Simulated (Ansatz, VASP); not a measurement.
**One calculation of BN, two programs**

```
CELL_PARAMETERS angstrom
2.50435 0.00000 0.00000
-1.25217 2.16883 0.00000
0.00000 0.00000 25.52864
ATOMIC_POSITIONS crystal
B 0.66667 0.33333 0.29379
B 0.33333 0.66667 0.43126
B 0.66667 0.33333 0.56874
B 0.33333 0.66667 0.70621
N 0.33333 0.66667 0.29379
N 0.66667 0.33333 0.43126
N 0.33333 0.66667 0.56874
N 0.66667 0.33333 0.70621
```

Alike in both runs: task single point; functional PBE; k mesh 12 × 12 × 1; occupations gaussian, width 0.05 eV; no spin polarisation.

|  | VASP | Ansatz |
| --- | --- | --- |
| version | VASP 6.6.1 | Ansatz 0.2.0 |
| potentials or method | VASP PAW PBE potentials, release 64 (B, N), cutoff 520 eV | scalar-relativistic, plane waves, PAW |
| valence electrons in the cell | 32 | 32 |

|  | VASP | Ansatz | Ansatz less VASP |
| --- | --- | --- | --- |
| gap on the k mesh at the Fermi level (eV) | 4.41 | 4.42 | +0.007 |
| least direct gap on the mesh (eV) | 4.68 | 4.68 | +0.003 |
| rms of the force components (eV/Å) | 0.011 | 0.011 | 0.0000 |

Ansatz's warnings: xc potential rough in thin density.
